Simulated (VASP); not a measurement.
Co, 2 atoms in the cell. It takes space group P6_3/mmc (No. 194, hexagonal). Conventional cell: a = 2.569 Å, b = 2.569 Å, c = 4.169 Å, α = 90.00°, β = 90.00°, γ = 120.00°. Co (site symmetry -6m2) has 12 Co at 2.56 to 2.57 Å within 3.4 Å. 

| Property | Result |
| --- | --- |
| Program | VASP 6.6.1 |
| Task | single point |
| Functional | revPBE |
| Potentials or basis | VASP PAW PBE potentials, release 64 (Co) |
| Cutoff | 520 eV |
| k mesh | 13 × 13 × 7 |
| Occupations | fermi-dirac, width 0.3 eV |
| Spin | collinear spin, ferromagnetic start |
| Starting moments | [3.2, 3.2] μB |
| Dipole correction | no |
| Further INCAR settings | ALGO = Normal; EDIFF = 1e-06; NBANDS = 20 |

Potentials or basis: VASP PAW PBE potentials, release 64 (Co).

Launch:

```bash
$ cat potpaw_PBE.64/Co/POTCAR > POTCAR
$ mpirun -np 1 vasp_std > vasp.out
```

Hardware: 1 thread of AMD EPYC 9R45 96-Core Processor (Zen 5) (shared host).

Task: How long does it take, and how much memory?

Result: It took 35 s on 1 thread of AMD EPYC 9R45 96-Core Processor (Zen 5), on a shared host, peak memory 0.15 GiB. Counts: scf iterations 12, k points 84.
